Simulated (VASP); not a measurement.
Input of a VASP 6.6.1 run:

File INCAR:

```
PREC = Accurate
ENCUT = 520
EDIFF = 1E-6
ISMEAR = 0
SIGMA = 0.02
LREAL = False
LASPH = True
NELM = 60
ALGO = Normal
ISIF = 2
LWAVE = False
LCHARG = False
LDIPOL = True
IDIPOL = 3
DIPOL = 0.5 0.5 0.500
GGA = PE
NBANDS = 22
```

File KPOINTS:

```
Automatic mesh
0
Gamma
  9 9 1
```

File POSCAR:

```
Bi
1.0
    4.5580000000      0.0000000000      0.0000000000
   -2.2790000000      3.9473437904      0.0000000000
    0.0000000000      0.0000000000     28.0000000000
Bi
2
Direct
    0.3333333333      0.6666666667      0.5462142857
    0.6666666667      0.3333333333      0.4537857143
```

Potentials or basis: VASP PAW PBE potentials, release 64 (Bi_d).

Command:

```sh
$ cat potpaw_PBE.64/Bi_d/POTCAR > POTCAR
$ mpirun -np 1 vasp_std > vasp.out
```

Problem. Estimate the largest force.

Solution. 2.569 eV/Å.

Problem. Estimate the band gap on the k mesh.

Solution. Zero (bands 15 and 16 overlap by 0.58 eV).

Forces in eV/Å, atoms in the order of the input:
```
Bi   0.000  0.000 -2.569
Bi   0.000  0.000  2.569
```

Caveat: spin-orbit coupling is left out, which moves the levels of the heavy elements.
